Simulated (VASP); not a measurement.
# H17O8F in VASP: notebook

The runs below take H17O8F through single point, with PBEsol.

Program: VASP 6.6.1. These are calculated values, not measurements. Logs are shortened: lines on timing, memory, paths and dates and some standing lists are left out, and cuts for length are marked.

**1. The cell of the first run**

The cell holds an amorphous packing of atoms, 26 atoms: a = 7.089 Å, b = 7.089 Å, c = 7.089 Å, α = 90.00°, β = 90.00°, γ = 90.00°.

**2. Single point, PBEsol**

INCAR

```
PREC     = Accurate       # precision mode
ENCUT    = 520            # plane-wave cutoff, eV
EDIFF    = 1E-7           # SCF threshold, eV
ISMEAR   = -1             # smearing method
SIGMA    = 0.05           # smearing width, eV
LREAL    = Auto         
LASPH    = True           # aspherical terms in the spheres
NELM     = 80             # most SCF steps
ALGO     = Normal         # electronic algorithm
ISIF     = 2              # what is computed and relaxed
LWAVE    = False          # write WAVECAR
LCHARG   = False          # write CHGCAR
GGA      = PS             # functional
NBANDS   = 55             # bands
```

KPOINTS

```
Automatic mesh
0
Gamma
  1 1 1
```

POSCAR

```
H17O8F
1.0
    7.0886680000      0.0000000000      0.0000000000
    0.0000000000      7.0886680000      0.0000000000
    0.0000000000      0.0000000000      7.0886680000
O H F
8 17 1
Direct
    0.8770053838      0.6774474415      0.9276213811
    0.3100864648      0.7358787293      0.4198955290
    0.2356437063      0.2233423825      0.7718516370
    0.6727780170      0.8377314328      0.2218893592
    0.1001034327      0.0543825723      0.4387425113
    0.5722231596      0.1088215727     -0.0489795826
    0.0596727058      0.0533245456      0.0654001570
    0.7713014631      0.9305415347      0.6193829363
    0.8365605499      0.7815290545      0.8403694460
    1.0101192495      0.6575988606      0.9021158841
    0.4367393141      0.7506628890      0.3758816184
    0.2396077796      0.8719832837      0.4172575158
    0.2585817251      0.3618310238      0.7573778318
    0.2093623231      0.1765070673      0.6445780787
    0.6345620926      0.9491063765      0.1468682128
    0.7325212579      0.7427488493      0.1374729357
    0.0781811195      0.0691667320      0.3023558164
   -0.0191996578      0.0168437850      0.4976111168
    0.6441407610      0.2204927639     -0.0196087615
    0.4533573867      0.1482507010     -0.1091037131
    0.1218846757      0.1289240800     -0.0489513686
    0.0055722739     -0.0721574208      0.0274099450
    0.6751197827      1.0259473289      0.6492757172
    0.7105143025      0.8698672303      0.5132416979
    0.2815338509      0.6276214375      0.5780493599
    0.2436847092      0.5705726379      0.7121648242
```

Potentials or basis: VASP PAW PBE potentials, release 64 (O, H, F).

Command:

```bash
cat potpaw_PBE.64/O/POTCAR potpaw_PBE.64/H/POTCAR potpaw_PBE.64/F/POTCAR > POTCAR
mpirun -np 1 vasp_gam > vasp.out
```

OUTCAR:

```text
PREC = Accurate
   ENCUT = 520
   EDIFF = 1E-7
   ISMEAR = -1
   LREAL = Auto
   LASPH = True
   NELM = 80
   ISIF = 2
   GGA = PS

 ion  position               nearest neighbor table
   1  0.877  0.677  0.928-  10 0.97   9 1.00
   2  0.310  0.736  0.420-  11 0.96  12 1.09  25 1.37
   3  0.236  0.223  0.772-  14 0.98  13 1.00
   4  0.673  0.838  0.222-  15 0.99  16 1.00
   5  0.100  0.054  0.439-  18 0.98  17 0.98
   6  0.572  0.109  0.951-  19 0.96  20 0.98
   7  0.060  0.053  0.065-  22 1.01  21 1.07
   8  0.771  0.931  0.619-  24 0.97  23 0.98
   9  0.837  0.782  0.840-   1 1.00
  10  0.010  0.658  0.902-   1 0.97
  11  0.437  0.751  0.376-   2 0.96
  12  0.240  0.872  0.417-   2 1.09
  13  0.259  0.362  0.757-   3 1.00
  14  0.209  0.177  0.645-   3 0.98
[... 8 lines left out ...]
  23  0.675  0.026  0.649-   8 0.98
  24  0.711  0.870  0.513-   8 0.97
  25  0.282  0.628  0.578-  26 1.07   2 1.37
  26  0.244  0.571  0.712-  25 1.07

  LATTYP: Found a simple cubic cell.
 ALAT       =     7.0886680000

  Lattice vectors:

 A1 = (   7.0886680000,   0.0000000000,   0.0000000000)
 A2 = (   0.0000000000,   7.0886680000,   0.0000000000)
 A3 = (   0.0000000000,   0.0000000000,   7.0886680000)

Analysis of symmetry for initial positions (statically):
=====================================================================
 Subroutine PRICEL returns:
 Original cell was already a primitive cell.

 Routine SETGRP: Setting up the symmetry group for a
 simple cubic supercell.

 Subroutine GETGRP returns: Found  1 space group operations
 (whereof  1 operations were pure point group operations)
 out of a pool of 48 trial point group operations.

The static configuration has the point symmetry C_1 .

Analysis of symmetry for dynamics (positions and initial velocities):
=====================================================================
 Subroutine PRICEL returns:
 Original cell was already a primitive cell.

 Routine SETGRP: Setting up the symmetry group for a
 simple cubic supercell.

 Subroutine GETGRP returns: Found  1 space group operations
 (whereof  1 operations were pure point group operations)
 out of a pool of 48 trial point group operations.

The dynamic configuration has the point symmetry C_1 .

 Subroutine INISYM returns: Found  1 space group operations
 (whereof  1 operations are pure point group operations),
 and found     1 'primitive' translations

----------------------------------------------------------------------------------------

                                     Primitive cell

  volume of cell :     356.2000

  direct lattice vectors                    reciprocal lattice vectors
     7.088668000  0.000000000  0.000000000     0.141070226  0.000000000  0.000000000
     0.000000000  7.088668000  0.000000000     0.000000000  0.141070226  0.000000000
     0.000000000  0.000000000  7.088668000     0.000000000  0.000000000  0.141070226

  length of vectors
     7.088668000  7.088668000  7.088668000     0.141070226  0.141070226  0.141070226

  position of ions in fractional coordinates (direct lattice)
     0.877005384  0.677447442  0.927621381
     0.310086465  0.735878729  0.419895529
     0.235643706  0.223342383  0.771851637
     0.672778017  0.837731433  0.221889359
     0.100103433  0.054382572  0.438742511
     0.572223160  0.108821573  0.951020417
[... 18 lines left out ...]
     0.281533851  0.627621437  0.578049360
     0.243684709  0.570572638  0.712164824

  ion indices of the primitive-cell ions
   primitive index   ion index
                 1           1
                 2           2
                 3           3
                 4           4
                 5           5
                 6           6
[... 18 lines left out ...]
                25          25
                26          26

----------------------------------------------------------------------------------------

 KPOINTS: Automatic mesh

Automatic generation of k-mesh.
 Grid dimensions read from file:
 generate k-points for:    1    1    1

 Generating k-lattice:

  Cartesian coordinates                     Fractional coordinates (reciprocal lattice)
     0.141070226  0.000000000  0.000000000     1.000000000  0.000000000  0.000000000
     0.000000000  0.141070226  0.000000000     0.000000000  1.000000000  0.000000000
     0.000000000  0.000000000  0.141070226     0.000000000  0.000000000  1.000000000

  Length of vectors
     0.141070226  0.141070226  0.141070226

  Shift w.r.t. Gamma in fractional coordinates (k-lattice)
     0.000000000  0.000000000  0.000000000

 Subroutine IBZKPT returns following result:
 ===========================================

 Found      1 irreducible k-points:

 Following reciprocal coordinates:
            Coordinates               Weight
  0.000000  0.000000  0.000000      1.000000
   k-points           NKPTS =      1   k-points in BZ     NKDIM =      1   number of bands    NBANDS=     55
   number of dos      NEDOS =    301   number of ions     NIONS =     26
   total plane-waves  NPLWV = 157464
   dimension x,y,z NGX =    54 NGY =   54 NGZ =   54
   dimension x,y,z NGXF=   108 NGYF=  108 NGZF=  108
   ions per type =               8  17   1
   NGX,Y,Z   is equivalent  to a cutoff of  12.66, 12.66, 12.66 a.u.
   NGXF,Y,Z  is equivalent  to a cutoff of  25.33, 25.33, 25.33 a.u.
 SYSTEM =  unknown system
   PREC   = accura    normal or accurate (medium, high low for compatibility)
   ISTART =      0    job   : 0-new  1-cont  2-samecut
   ICHARG =      2    charge: 1-file 2-atom 10-const
   ISPIN  =      1    spin polarized calculation?
   LNONCOLLINEAR =      F non collinear calculations
   LSORBIT =      F    spin-orbit coupling
   LASPH  =      T    aspherical Exc in radial PAW
   ENCUT  =  520.0 eV  38.22 Ry    6.18 a.u.  13.18 13.18 13.18*2*pi/ulx,y,z
   NELM   =     80;   NELMIN=  2; NELMDL= -5     # of ELM steps
   EDIFF  = 0.1E-06   stopping-criterion for ELM
   LREAL  =      T    real-space projection
   EDIFFG = 0.1E-05   stopping-criterion for IOM
   NSW    =      0    number of steps for IOM
   IBRION =     -1    ionic relax: 0-MD 1-quasi-New 2-CG
   NFREE  =      0    steps in history (QN), initial steepest desc. (CG)
   ISIF   =      2    stress and relaxation
   ISYM   =      2    0-nonsym 1-usesym 2-fastsym
   POTIM  = 0.5000    time-step for ionic-motion
   TEBEG  =    0.0;   TEEND  =   0.0 temperature during run
   PSTRESS=    0.0 pullay stress
   NELECT =      72.0000    total number of electrons
   NUPDOWN=      -1.0000    fix difference up-down
   EMIN   =  10.00;   EMAX   =-10.00  energy-range for DOS
   EFERMI =   0.00;   METHOD = LEGACY
   ISMEAR =    -1;   SIGMA  =   0.05  broadening in eV -4-tet -1-fermi 0-gaus
   EFERMI_NEDOS =   21; number of points for ismear=-14 and -15
   IALGO  =     38    algorithm
   IMIX   =      4    mixing-type and parameters
     AMIX     =   0.40;   BMIX     =  1.00
     AMIX_MAG =   1.60;   BMIX_MAG =  1.00
  volume/ion in A,a.u.               =      13.70        92.45
  Fermi-wavevector in a.u.,A,eV,Ry     =   0.960774  1.815599 12.559344  0.923086
  Thomas-Fermi vector in A             =   2.090087
   LORBIT       =      0    0 simple, 1 ext, 2 COOP (PROOUT), +10 PAW based schemes
   GGA     = PS    functional components
   LHFCALC =     F    Hartree Fock is set to
   AEXX    =    0.0000 exact exchange contribution
   IVDW    =     0    specifies the selected vdW correction
   LEPSILON=     F    determine dielectric tensor
   LRPA    =     F    only Hartree local field effects (RPA)
 non-spin polarized calculation
  energy-cutoff  :      520.00
  volume of cell :      356.20
 maximum number of plane-waves:      4814
 NGX is ok and might be reduce to    54
   NGX = 27   NGY = 27   NGZ = 27

 number of electron      72.0000001 magnetization

 Free energy of the ion-electron system (eV)
  ---------------------------------------------------
  ext. energy  EPLUGINS =         0.00000000
  ---------------------------------------------------
  free energy    TOTEN  =      -127.01260936 eV

  energy without entropy =     -127.01260936  energy(sigma->0) =     -127.01260936

 E-fermi :  -3.1176     XC(G=0):  -5.5428

 val. band max:       -4.3889372782   @ k =   0.0000   0.0000   0.0000
 cond. band min:       0.2522629359   @ k =   0.0000   0.0000   0.0000
 fundamental gap:      4.6412002141
 Fermi energy:        -3.1175665411

 k-point     1 :       0.0000    0.0000    0.0000
  band No.  band energies     occupation
      1     -26.3464      2.00000
      2     -23.6841      2.00000
      3     -23.1680      2.00000
      4     -23.0843      2.00000
      5     -22.9274      2.00000
      6     -22.8697      2.00000
[... 40 lines left out ...]
     47       5.6076      0.00000
     48       5.6533      0.00000
 [bands above 48 left out]

------------------------ aborting loop because EDIFF is reached ----------------------------------------

  FORCE on cell =-STRESS in cart. coord.  units (eV):
  Direction    XX          YY          ZZ          XY          YZ          ZX
  --------------------------------------------------------------------------------------
  -------------------------------------------------------------------------------------
  Total       -1.1431023     -4.0250845     -2.9994053      0.9478621      2.3240611      0.7615429
  in kB       -5.1416411    -18.1047141    -13.4912387      4.2634564     10.4535601      3.4253983
  external PRESSURE =     -12.2458646 kB  Pullay stress =       0.0000000 kB

 VOLUME and BASIS-vectors are now :
 -----------------------------------------------------------------------------
  energy-cutoff  :      520.00
  volume of cell :      356.20
      direct lattice vectors                 reciprocal lattice vectors
     7.088668000  0.000000000  0.000000000     0.141070226  0.000000000  0.000000000
     0.000000000  7.088668000  0.000000000     0.000000000  0.141070226  0.000000000
     0.000000000  0.000000000  7.088668000     0.000000000  0.000000000  0.141070226

 POSITION                                       TOTAL-FORCE (eV/Angst)
 -----------------------------------------------------------------------------------
      6.21680      4.80220      6.57560        -0.512436      0.934791     -0.062732
      2.19810      5.21640      2.97650        -2.028649      1.047070      0.801311
      1.67040      1.58320      5.47140         0.634928     -0.284219      0.742739
      4.76910      5.93840      1.57290        -0.242556     -0.404733      0.804793
      0.70960      0.38550      3.11010         1.099241     -0.281337      0.699115
      4.05630      0.77140      6.74147         0.283658     -0.578382      0.037640
[... 18 lines left out ...]
      1.99570      4.44900      4.09760        -0.154579      0.678027     -0.000548
      1.72740      4.04460      5.04830         0.185836      0.267237     -0.299770
 -----------------------------------------------------------------------------------
    total drift:                               -0.003243      0.004480      0.003189

  FREE ENERGIE OF THE ION-ELECTRON SYSTEM (eV)
  ---------------------------------------------------
  free  energy   TOTEN  =      -127.0126093571 eV

  energy  without entropy=     -127.0126093570  energy(sigma->0) =     -127.01260936
```

Run time: 35 s. Hardware: 1 thread of Intel Xeon Platinum 8559C (Emerald Rapids), shared host; peak memory 0.35 GiB.

Results:

| Property | Result |
| --- | --- |
| Free energy | -127.0126 eV |
| Pressure | -1.2 GPa |
| Largest force | 2.419 eV/Å |
| Band gap on the k mesh | 4.64 eV |

Forces on the atoms (eV/Å):
```
O   -0.512  0.935 -0.063
O   -2.029  1.047  0.801
O    0.635 -0.284  0.743
O   -0.243 -0.405  0.805
O    1.099 -0.281  0.699
O    0.284 -0.578  0.038
O    0.288  0.305 -1.109
O   -0.140  0.568  0.405
H    0.100 -0.666 -0.029
H    0.362 -0.262 -0.295
H    1.341  0.259 -0.804
H    0.490 -1.549  0.342
H   -0.364  0.128 -0.105
H   -0.321 -0.278 -0.475
H   -0.013 -0.331 -0.438
H   -0.044  0.641 -0.013
H   -0.154  0.218 -1.111
H   -0.599 -0.231  0.234
H    0.202  0.479 -0.024
H   -0.506  0.205 -0.106
H   -0.893 -1.363  1.178
H    0.507  1.132  0.034
H    0.377  0.062  0.683
H    0.103 -0.696 -1.091
H   -0.155  0.678 -0.001
F    0.186  0.267 -0.300
```

Caveat: the k points lie up to 0.89 Å⁻¹ apart; the PAW data sets were made with another functional, which shifts forces and pressure a little.

**3. Single point, PBEsol**

INCAR

```
PREC = Accurate ; ENCUT = 520
EDIFF = 1E-7 ; ISMEAR = -1
SIGMA = 0.05 ; LREAL = Auto
LASPH = T ; NELM = 100
ALGO = Normal ; ISIF = 2
LWAVE = F ; LCHARG = F
GGA = PS ; NBANDS = 55
```

KPOINTS is that of step 2.

POSCAR

```
H17O8F
1.0
    7.0886680000      0.0000000000      0.0000000000
    0.0000000000      7.0886680000      0.0000000000
    0.0000000000      0.0000000000      7.0886680000
O H F
8 17 1
Direct
    0.9504747577      0.7302782413      0.9209769734
    0.2765822860      0.7220679541      0.4199237431
    0.2902378839      0.2117746239      0.7621742195
    0.5853991187      0.8401719477      0.2417802611
    0.1214614650      0.0419260713      0.4275979634
    0.5553229464      0.0979027372     -0.0045847824
    0.0439292685      0.0519843784      0.0741182970
    0.8068934813      0.9259990735      0.5711087048
    0.8621789030      0.7863113352      0.8352485968
    1.0534419160      0.6811293744      0.8318911254
    0.3988196372      0.7419306420      0.3653859935
    0.2129596139      0.8535736192      0.4422692669
    0.2692466342      0.3471173992      0.7454856117
    0.2289005494      0.1720774622      0.6488101855
    0.5622918156      0.9501361892      0.1587463258
    0.6599265193      0.7300948500      0.1857753812
    0.1121508300      0.0543543583      0.2876421917
    0.0061788759     -0.0053888827      0.4816701812
    0.6804522373      0.1598607806     -0.0110740128
    0.4630771253      0.1355120595     -0.1074672985
    0.1263142808      0.1407880860     -0.0014107023
    0.0232906944     -0.0733706248      0.0139095243
    0.7787076500      1.0503383710      0.6259709158
    0.7146476602      0.9167871877      0.4572650320
    0.2858223858      0.6384556309      0.5477756893
    0.2103074936      0.5725335141      0.7199660077
```

Potentials or basis: VASP PAW PBE potentials, release 64 (O, H, F).

Command:

```bash
cat potpaw_PBE.64/O/POTCAR potpaw_PBE.64/H/POTCAR potpaw_PBE.64/F/POTCAR > POTCAR
mpirun -np 1 vasp_gam > vasp.out
```

Wall time 36 s (1 thread of Intel Xeon Platinum 8559C (Emerald Rapids), shared host); peak memory 0.35 GiB.

It converged, with:

- Free energy: -126.8947 eV
- Pressure: -0.2 GPa
- Largest force: 3.161 eV/Å
- Band gap on the k mesh: 4.78 eV

Forces on the atoms (eV/Å):
```
O    0.968 -0.231  0.163
O   -0.986 -1.323  1.271
O    0.395 -0.142  1.004
O    1.020 -2.556  1.555
O    2.545  0.182  0.766
O    0.652  0.245  0.053
O    0.682  1.939  0.216
O   -1.251  0.457 -0.862
H   -0.845  0.336 -0.795
H   -0.141 -0.281  0.486
H    1.788  0.707 -1.188
H   -0.027  0.523 -0.209
H    0.022  1.638  0.539
H   -0.493 -1.341 -1.429
H    0.124  0.251 -1.434
H   -0.917  2.074  0.193
H   -0.708  0.017 -0.820
H   -1.821 -0.418  0.244
H   -0.902 -0.203 -0.229
H    0.366  0.219  0.186
H   -0.732 -1.290  0.136
H    0.155 -0.532 -0.539
H   -0.116 -0.345 -0.010
H    0.871 -0.255  0.852
H   -1.184  0.463  0.373
F    0.535 -0.135 -0.523
```

Stress tensor (GPa, compression positive):
```
 0.05  0.47 -0.41
 0.47 -0.39 -0.13
-0.41 -0.13 -0.18
```

Levels at points of the mesh, in eV from the valence-band top:
```tsv
k point	band 32	band 33	band 34	band 35	band 36	band 37	band 38	band 39	band 40	band 41
(0.00, 0.00, 0.00)	-0.67	-0.55	-0.48	-0.19	0.00	4.78	7.25	7.81	7.92	8.22
```

Caveat: the k points lie up to 0.89 Å⁻¹ apart; the PAW data sets were made with another functional, which shifts forces and pressure a little.

[end of part 1 of 2]
